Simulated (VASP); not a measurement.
SnSe, 4 atoms in the cell. The cell holds a slab with vacuum, 4 atoms: a = 4.285 Å, b = 4.285 Å, c = 10.991 Å, α = 90.00°, β = 90.00°, γ = 90.00°.  This cell differs from its parent crystal: all Sn atoms moved +0.087 Å, as atom 1 towards its neighbour atom 3 (Se) at 2.680 Å.

* Program: VASP 6.6.1
* Task: single point
* Functional: PBEsol
* Potentials or basis: VASP PAW PBE potentials, release 64 (Sn_d, Se)
* Cutoff: 520 eV
* k mesh: 6 × 6 × 4
* Occupations: gaussian, width 0.05 eV
* Spin: no spin polarisation
* Dipole correction: no
* Further INCAR settings: ALGO = Normal; EDIFF = 1e-07; NBANDS = 28

Potentials or basis: VASP PAW PBE potentials, release 64 (Sn_d, Se).

Command:

```sh
$ cat potpaw_PBE.64/Sn_d/POTCAR potpaw_PBE.64/Se/POTCAR > POTCAR
$ mpirun -np 1 vasp_std > vasp.out
```

Hardware: 1 thread of Intel Xeon 8259CL, with other jobs on the host.

Problem. Estimate the wall time of this run.

Solution. It took 3.9 min on 1 thread of Intel Xeon 8259CL, on a shared host, peak memory 0.36 GiB. Counts: scf iterations 16, k points 30.
